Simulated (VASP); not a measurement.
The system is Be3Se4.

```
Be Se
1.0
     5.04000    0.00000    0.00000
     0.00000    5.04000    0.00000
     0.00000    0.00000    5.04000
Be Se
3 4
Direct
  0.50000 0.00000 0.50000
  0.00000 0.50000 0.50000
  0.50000 0.50000 0.00000
  0.74000 0.74000 0.26000
  0.26000 0.26000 0.26000
  0.74000 0.26000 0.74000
  0.26000 0.74000 0.74000
```

This cell differs from its parent crystal: atoms taken out.

| Property | Result |
| --- | --- |
| Program | VASP 6.6.1 |
| Task | relaxation of cell and atoms |
| Functional | PBE |
| Potentials or basis | VASP PAW PBE potentials, release 64 (Be, Se) |
| Cutoff | 600 eV |
| k mesh | 3 × 3 × 3 |
| Occupations | gaussian, width 0.2 eV |
| Spin | no spin polarisation |

At the start: pressure 5.4 GPa; volume 18.29 Å³/atom.

Question: Where does the relaxation end?

Answer: Over 5 steps the energy falls by 34.7 meV/atom and the volume is 19.17 Å³/atom (+4.8 %); space group P-43m (No. 215, to 0.1 Å) before and after.

The path:
```tsv
step	energy change (eV)	largest force (eV/Å)	pressure (GPa)	volume (Å³)
1	0.0000	0.8703	5.41	128.02
2	-0.2020	0.1074	-1.56	139.82
3	-0.2111	0.2290	-0.51	137.63
4	-0.2233	0.1835	-0.39	136.77
5	-0.2426	0.0447	0.00	134.18
```

Final structure:
```yaml
crystal:
  lattice:
    - [5.11950, 0.00000, 0.00000]
    - [0.00000, 5.11950, 0.00000]
    - [0.00000, 0.00000, 5.11950]
  atoms:
    - { symbol: Be, position: [0.50000, 0.00000, 0.50000] }
    - { symbol: Be, position: [0.00000, 0.50000, 0.50000] }
    - { symbol: Be, position: [0.50000, 0.50000, 0.00000] }
    - { symbol: Se, position: [0.74923, 0.74923, 0.25077] }
    - { symbol: Se, position: [0.25077, 0.25077, 0.25077] }
    - { symbol: Se, position: [0.74923, 0.25077, 0.74923] }
    - { symbol: Se, position: [0.25077, 0.74923, 0.74923] }
```

Caveat: the k points lie up to 0.41 Å⁻¹ apart in the final cell, too coarse for converged energies and pressures of a metal; the cell differs from its parent crystal (atoms taken out); the relaxation stopped at a loose force limit of 0.08 eV/Å, so its end isn't a converged minimum.
